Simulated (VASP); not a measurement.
Crystal: TiSe.

```
Ti Se
1.0
     4.17836    0.00000    0.00000
     0.00000    4.17836    0.00000
     0.00000    0.00000    5.98442
Ti Se
2 2
Cartesian
  2.0892 2.0892 0.0000
  0.0000 0.0000 0.0000
  2.0892 0.0000 1.4329
  0.0000 2.0892 4.5515
```

```yaml
Program: VASP 6.6.1
Task: relaxation of cell and atoms
Functional: BLYP
Dispersion: D3(BJ)
Potentials_or_basis: VASP PAW PBE potentials, release 64 (Ti_sv, Se)
Cutoff: 600 eV
k_mesh: 6 × 6 × 4, shifted
Occupations: methfessel-paxton, width 0.3 eV
Spin: no spin polarisation
```

At the start: pressure -2.5 GPa; volume 26.12 Å³/atom.

**Question.** How do energy, volume and symmetry change on relaxing?

**Answer.** Over 15 steps the energy falls by 115.1 meV/atom and the volume is 20.62 Å³/atom (-21.1 %); space group P4/nmm (No. 129, to 0.1 Å) before and after.

Step by step:
| step | energy change (eV) | largest force (eV/Å) | pressure (GPa) | volume (Å³) |
| --- | --- | --- | --- | --- |
| 1 | 0.0000 | 0.3212 | -2.53 | 104.48 |
| 2 | -0.0541 | 0.9364 | 1.00 | 98.36 |
| 3 | -0.0542 | 0.9154 | 0.86 | 98.56 |
| 4 | -0.1084 | 0.8647 | 0.91 | 96.59 |
| 5 | -0.2497 | 0.6953 | 1.40 | 90.82 |
| 6 | -0.3429 | 0.3517 | 4.76 | 79.77 |
| 7 | -0.4006 | 0.2656 | 0.89 | 80.84 |
| 8 | -0.4014 | 0.3447 | 0.44 | 80.99 |
| 9 | -0.4177 | 0.2912 | 0.33 | 81.28 |
| 10 | -0.4502 | 0.1383 | -0.10 | 82.15 |
| 11 | -0.4483 | 0.1295 | -0.90 | 83.75 |
| 12 | -0.4596 | 0.0061 | -0.53 | 82.95 |
| 13 | -0.4596 | 0.0148 | -0.49 | 82.91 |
| 14 | -0.4600 | 0.0955 | 0.35 | 82.17 |
| 15 | -0.4603 | 0.0492 | 0.01 | 82.48 |

Final structure:
```xyz
4
Lattice="4.1503 0.0000 0.0000 0.0000 4.1503 0.0000 0.0000 0.0000 4.7885" Properties=species:S:1:pos:R:3 pbc="T T T"
Ti    2.0752    2.0752    0.0000
Ti    0.0000    0.0000    0.0000
Se    2.0752    0.0000    1.4232
Se    0.0000    2.0752    3.3653
```

Caveat: the volume moved by over 15 % at a fixed basis, so the end points are rough; so wide a smearing shifts energies and pressures; the PAW data sets were made with another functional, which shifts forces and pressure a little; the relaxation stopped at a loose force limit of 0.05 eV/Å, so its end isn't a converged minimum.
